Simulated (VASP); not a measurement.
# K (Pm-3m) in VASP: notebook

Aim: see how the results for K move with the level of theory and the settings. Levels: PBEsol+D3(BJ), PBEsol+D4, PBEsol. Tasks: single point.

All numbers are computed with VASP 6.6.1; they aren't measurements. Logs are shortened: lines on timing, memory, paths and dates and some standing lists are left out, and cuts for length are marked.

### Step 1. The cell of the first run

Symmetry: Pm-3m, No. 221, cubic system. Conventional cell: a = 4.116 Å, b = 4.116 Å, c = 4.116 Å, α = 90.00°, β = 90.00°, γ = 90.00°. K (site symmetry m-3m) has 6 K at 4.12 Å within 5.4 Å.

This isn't the form of K at room conditions, which is bcc.

### Step 2. Single point, PBEsol+D3(BJ)

Contents of INCAR:

```
PREC = Accurate
ENCUT = 520
EDIFF = 1E-6
ISMEAR = -1
SIGMA = 0.05
LREAL = F
LASPH = T
NELM = 80
ALGO = Normal
ISIF = 2
LWAVE = F
LCHARG = F
GGA = PS
IVDW = 12
NBANDS = 10
```

Contents of KPOINTS:

```
Automatic mesh
0
Gamma
  6 6 6
```

Contents of POSCAR:

```
K
1.0
    4.1158690997      0.0000000000      0.0000000000
    0.0000000000      4.1158690997      0.0000000000
    0.0000000000      0.0000000000      4.1158690997
K
1
Direct
    0.0000000000      0.0000000000      0.0000000000
```

Potentials or basis: VASP PAW PBE potentials, release 64 (K_sv).

Launch:

```bash
> cat potpaw_PBE.64/K_sv/POTCAR > POTCAR
> mpirun -np 1 vasp_std > vasp.out
```

OUTCAR:

```text
PREC = Accurate
   ENCUT = 520
   EDIFF = 1E-6
   ISMEAR = -1
   LREAL = F
   LASPH = T
   NELM = 80
   ISIF = 2
   GGA = PS
   IVDW = 12
 IVDW          = 12

 ion  position               nearest neighbor table
   1  0.000  0.000  0.000-

  LATTYP: Found a simple cubic cell.
 ALAT       =     4.1158690997

  Lattice vectors:

 A1 = (   4.1158690997,   0.0000000000,   0.0000000000)
 A2 = (   0.0000000000,   4.1158690997,   0.0000000000)
 A3 = (   0.0000000000,   0.0000000000,   4.1158690997)

Analysis of symmetry for initial positions (statically):
=====================================================================
 Subroutine PRICEL returns:
 Original cell was already a primitive cell.

 Routine SETGRP: Setting up the symmetry group for a
 simple cubic supercell.

 Subroutine GETGRP returns: Found 48 space group operations
 (whereof 48 operations were pure point group operations)
 out of a pool of 48 trial point group operations.

The static configuration has the point symmetry O_h .

Analysis of symmetry for dynamics (positions and initial velocities):
=====================================================================
 Subroutine PRICEL returns:
 Original cell was already a primitive cell.

 Routine SETGRP: Setting up the symmetry group for a
 simple cubic supercell.

 Subroutine GETGRP returns: Found 48 space group operations
 (whereof 48 operations were pure point group operations)
 out of a pool of 48 trial point group operations.

The dynamic configuration has the point symmetry O_h .

 Subroutine INISYM returns: Found 48 space group operations
 (whereof 48 operations are pure point group operations),
 and found     1 'primitive' translations

----------------------------------------------------------------------------------------

                                     Primitive cell

  volume of cell :      69.7244

  direct lattice vectors                    reciprocal lattice vectors
     4.115869100  0.000000000  0.000000000     0.242962051  0.000000000  0.000000000
     0.000000000  4.115869100  0.000000000     0.000000000  0.242962051  0.000000000
     0.000000000  0.000000000  4.115869100     0.000000000  0.000000000  0.242962051

  length of vectors
     4.115869100  4.115869100  4.115869100     0.242962051  0.242962051  0.242962051

  position of ions in fractional coordinates (direct lattice)
     0.000000000  0.000000000  0.000000000

  ion indices of the primitive-cell ions
   primitive index   ion index
                 1           1

----------------------------------------------------------------------------------------

 KPOINTS: Automatic mesh

Automatic generation of k-mesh.
 Grid dimensions read from file:
 generate k-points for:    6    6    6

 Generating k-lattice:

  Cartesian coordinates                     Fractional coordinates (reciprocal lattice)
     0.040493675  0.000000000  0.000000000     0.166666667  0.000000000  0.000000000
     0.000000000  0.040493675  0.000000000     0.000000000  0.166666667  0.000000000
     0.000000000  0.000000000  0.040493675     0.000000000  0.000000000  0.166666667

  Length of vectors
     0.040493675  0.040493675  0.040493675

  Shift w.r.t. Gamma in fractional coordinates (k-lattice)
     0.000000000  0.000000000  0.000000000

 Subroutine IBZKPT returns following result:
 ===========================================

 Found     20 irreducible k-points:

 Following reciprocal coordinates:
            Coordinates               Weight
  0.000000  0.000000  0.000000      1.000000
  0.166667  0.000000  0.000000      6.000000
  0.333333  0.000000  0.000000      6.000000
  0.500000  0.000000  0.000000      3.000000
  0.166667  0.166667  0.000000     12.000000
  0.333333  0.166667  0.000000     24.000000
[... 12 lines left out ...]
  0.500000  0.500000  0.333333      6.000000
  0.500000  0.500000  0.500000      1.000000
   k-points           NKPTS =     20   k-points in BZ     NKDIM =     20   number of bands    NBANDS=     10
   number of dos      NEDOS =    301   number of ions     NIONS =      1
   total plane-waves  NPLWV =  32768
   dimension x,y,z NGX =    32 NGY =   32 NGZ =   32
   dimension x,y,z NGXF=    64 NGYF=   64 NGZF=   64
   ions per type =               1
   NGX,Y,Z   is equivalent  to a cutoff of  12.93, 12.93, 12.93 a.u.
   NGXF,Y,Z  is equivalent  to a cutoff of  25.85, 25.85, 25.85 a.u.
 SYSTEM =  unknown system
   PREC   = accura    normal or accurate (medium, high low for compatibility)
   ISTART =      0    job   : 0-new  1-cont  2-samecut
   ICHARG =      2    charge: 1-file 2-atom 10-const
   ISPIN  =      1    spin polarized calculation?
   LNONCOLLINEAR =      F non collinear calculations
   LSORBIT =      F    spin-orbit coupling
   LASPH  =      T    aspherical Exc in radial PAW
   ENCUT  =  520.0 eV  38.22 Ry    6.18 a.u.   7.65  7.65  7.65*2*pi/ulx,y,z
   NELM   =     80;   NELMIN=  2; NELMDL= -5     # of ELM steps
   EDIFF  = 0.1E-05   stopping-criterion for ELM
   LREAL  =      F    real-space projection
   EDIFFG = 0.1E-04   stopping-criterion for IOM
   NSW    =      0    number of steps for IOM
   IBRION =     -1    ionic relax: 0-MD 1-quasi-New 2-CG
   NFREE  =      0    steps in history (QN), initial steepest desc. (CG)
   ISIF   =      2    stress and relaxation
   ISYM   =      2    0-nonsym 1-usesym 2-fastsym
   POTIM  = 0.5000    time-step for ionic-motion
   TEBEG  =    0.0;   TEEND  =   0.0 temperature during run
   PSTRESS=    0.0 pullay stress
   NELECT =       9.0000    total number of electrons
   NUPDOWN=      -1.0000    fix difference up-down
   EMIN   =  10.00;   EMAX   =-10.00  energy-range for DOS
   EFERMI =   0.00;   METHOD = LEGACY
   ISMEAR =    -1;   SIGMA  =   0.05  broadening in eV -4-tet -1-fermi 0-gaus
   EFERMI_NEDOS =   21; number of points for ismear=-14 and -15
   IALGO  =     38    algorithm
   IMIX   =      4    mixing-type and parameters
     AMIX     =   0.40;   BMIX     =  1.00
     AMIX_MAG =   1.60;   BMIX_MAG =  1.00
  volume/ion in A,a.u.               =      69.72       470.52
  Fermi-wavevector in a.u.,A,eV,Ry     =   0.827359  1.563482  9.313505  0.684523
  Thomas-Fermi vector in A             =   1.939550
   LORBIT       =      0    0 simple, 1 ext, 2 COOP (PROOUT), +10 PAW based schemes
   GGA     = PS    functional components
   LHFCALC =     F    Hartree Fock is set to
   AEXX    =    0.0000 exact exchange contribution
   IVDW    =    12    specifies the selected vdW correction
   LEPSILON=     F    determine dielectric tensor
   LRPA    =     F    only Hartree local field effects (RPA)
 non-spin polarized calculation
  energy-cutoff  :      520.00
  volume of cell :       69.72
 maximum number of plane-waves:      1924
 NGX is ok and might be reduce to    32
   NGX = 15   NGY = 15   NGZ = 15

 number of electron       9.0000003 magnetization

 Free energy of the ion-electron system (eV)
  ---------------------------------------------------
  ext. energy  EPLUGINS =         0.00000000
  ---------------------------------------------------
  free energy    TOTEN  =        -1.01695121 eV

  energy without entropy =       -1.00741067  energy(sigma->0) =       -1.01218094

 E-fermi :   0.0429     XC(G=0):  -5.8262

 val. band max:        0.0418043583   @ k =   0.3333   0.3333   0.1667
 cond. band min:       0.1627362071   @ k =   0.5000   0.0000   0.0000
 fundamental gap:      0.1209318488
 Fermi energy:         0.0429419888

 k-point     1 :       0.0000    0.0000    0.0000
  band No.  band energies     occupation
      1     -32.1760      2.00000
      2     -15.6608      2.00000
      3     -15.6608      2.00000
      4     -15.6608      2.00000
      5      -2.2625      2.00000
      6       2.8757      0.00000
      7       2.8757      0.00000
      8       6.4465      0.00000
      9       6.4465      0.00000
     10       6.4468      0.00000

 k-point     2 :       0.1667    0.0000    0.0000
  band No.  band energies     occupation
      1     -32.1741      2.00000
      2     -15.6944      2.00000
      3     -15.6579      2.00000
      4     -15.6579      2.00000
      5      -1.9779      2.00000
      6       2.6161      0.00000
      7       3.0110      0.00000
      8       5.6830      0.00000
      9       5.6830      0.00000
     10       6.1614      0.00000

 k-point     3 :       0.3333    0.0000    0.0000
  band No.  band energies     occupation
      1     -32.1702      2.00000
      2     -15.7608      2.00000
      3     -15.6522      2.00000
      4     -15.6522      2.00000
      5      -1.1692      2.00000
      6       1.5072      0.00000
      7       3.3295      0.00000
      8       5.0322      0.00000
      9       5.0322      0.00000
     10       6.3889      0.00000

 k-point     4 :       0.5000    0.0000    0.0000
  band No.  band energies     occupation
      1     -32.1683      2.00000
      2     -15.7935      2.00000
      3     -15.6493      2.00000
      4     -15.6493      2.00000
      5      -0.0425      1.69335
      6       0.1627      0.16697
      7       3.5246      0.00000
      8       4.8000      0.00000
      9       4.8000      0.00000
     10       6.6073      0.00000
[... 170 lines left out ...]
 k-point    18 :       0.5000    0.3333    0.3333
  band No.  band energies     occupation
      1     -32.1571      2.00000
      2     -15.7677      2.00000
      3     -15.7345      2.00000
      4     -15.7322      2.00000
      5       1.3221      0.00000
      6       1.9543      0.00000
      7       2.6651      0.00000
      8       4.1358      0.00000
      9       4.2805      0.00000
     10       4.7348      0.00000

 k-point    19 :       0.5000    0.5000    0.3333
  band No.  band energies     occupation
      1     -32.1553      2.00000
      2     -15.7636      2.00000
      3     -15.7636      2.00000
      4     -15.7296      2.00000
      5       1.7808      0.00000
      6       2.2854      0.00000
      7       2.2854      0.00000
      8       3.8064      0.00000
      9       4.8810      0.00000
     10       4.8810      0.00000

 k-point    20 :       0.5000    0.5000    0.5000
  band No.  band energies     occupation
      1     -32.1534      2.00000
      2     -15.7595      2.00000
      3     -15.7595      2.00000
      4     -15.7595      2.00000
      5       2.2493      0.00000
      6       2.2493      0.00000
      7       2.2493      0.00000
      8       4.4431      0.00000
      9       4.7926      0.00000
     10       4.7926      0.00000

------------------------ aborting loop because EDIFF is reached ----------------------------------------

 Edisp (eV)   -0.13273

 E8    (eV) :    -0.0997

  FORCE on cell =-STRESS in cart. coord.  units (eV):
  Direction    XX          YY          ZZ          XY          YZ          ZX
  --------------------------------------------------------------------------------------
  -------------------------------------------------------------------------------------
  Total      -0.01293    -0.01293    -0.01293     0.00000     0.00000     0.00000
  in kB      -0.29715    -0.29715    -0.29715     0.00000     0.00000     0.00000
  external pressure =       -0.30 kB  Pullay stress =        0.00 kB

 VOLUME and BASIS-vectors are now :
 -----------------------------------------------------------------------------
  energy-cutoff  :      520.00
  volume of cell :       69.72
      direct lattice vectors                 reciprocal lattice vectors
     4.115869100  0.000000000  0.000000000     0.242962051  0.000000000  0.000000000
     0.000000000  4.115869100  0.000000000     0.000000000  0.242962051  0.000000000
     0.000000000  0.000000000  4.115869100     0.000000000  0.000000000  0.242962051

 POSITION                                       TOTAL-FORCE (eV/Angst)
 -----------------------------------------------------------------------------------
      0.00000      0.00000      0.00000         0.000000      0.000000      0.000000
 -----------------------------------------------------------------------------------
    total drift:                               -0.000000      0.000000      0.000000

  FREE ENERGIE OF THE ION-ELECTRON SYSTEM (eV)
  ---------------------------------------------------
  free  energy   TOTEN  =        -1.1496807020 eV

  energy  without entropy=       -1.1401401687  energy(sigma->0) =       -1.14491044
```

It took 14 s on 1 thread of Intel Xeon 8259CL, shared host; peak memory 0.18 GiB.

Results:

* Free energy: -1.1497 eV
* Pressure: 0.0 GPa
* Band gap on the k mesh: zero (an odd number of electrons rules out a gap without spin polarisation)
* Dispersion energy per atom: -0.133 eV

Caveat: three body term missing; the PAW data sets were made with another functional, which shifts forces and pressure a little.

### Step 3. Single point, PBEsol+D4

This run uses another cell than the first one, of 73.79 Å³/atom.

Contents of INCAR:

```
PREC = Accurate
ENCUT = 520
EDIFF = 1E-7
ISMEAR = -1
SIGMA = 0.05
LREAL = False
LASPH = True
NELM = 80
ALGO = Normal
ISIF = 2
LWAVE = False
LCHARG = True
GGA = PS
IVDW = 13
LELF = True
LVHAR = True
NBANDS = 10
```

Contents of KPOINTS:

```
regular mesh
0
Gamma
  6 6 6
```

Contents of POSCAR:

```
K
1.0
    4.1944460531      0.0000000000      0.0000000000
    0.0000000000      4.1944460531      0.0000000000
    0.0000000000      0.0000000000      4.1944460531
K
1
Direct
    0.0000000000      0.0000000000      0.0000000000
```

Potentials or basis: VASP PAW PBE potentials, release 64 (K_sv).

Launch:

```bash
> cat potpaw_PBE.64/K_sv/POTCAR > POTCAR
> mpirun -np 1 vasp_std > vasp.out
```

Wall time 14 s (1 thread of Intel Xeon 8259CL, shared host); peak memory 0.17 GiB.

The run converged. Its results:

| Quantity | Value |
| --- | --- |
| Free energy | -1.0608 eV |
| Pressure | 0.0 GPa |
| Band gap on the k mesh | zero (an odd number of electrons rules out a gap without spin polarisation) |
| Dispersion energy per atom | -0.039 eV |

Levels at points of the mesh, in eV from the Fermi level:
```
           k point  band 2  band 3  band 4  band 5  band 6  band 7
(0.00, 0.00, 0.00)  -15.73  -15.73  -15.73   -2.23    2.83    2.83
(0.50, 0.00, 0.00)  -15.84  -15.72  -15.72   -0.10    0.12    3.46
(0.50, 0.50, 0.00)  -15.83  -15.83  -15.71    1.02    2.12    2.22
(0.50, 0.50, 0.50)  -15.81  -15.81  -15.81    2.22    2.22    2.22
```

Caveat: the PAW data sets were made with another functional, which shifts forces and pressure a little.

[end of part 1 of 2]
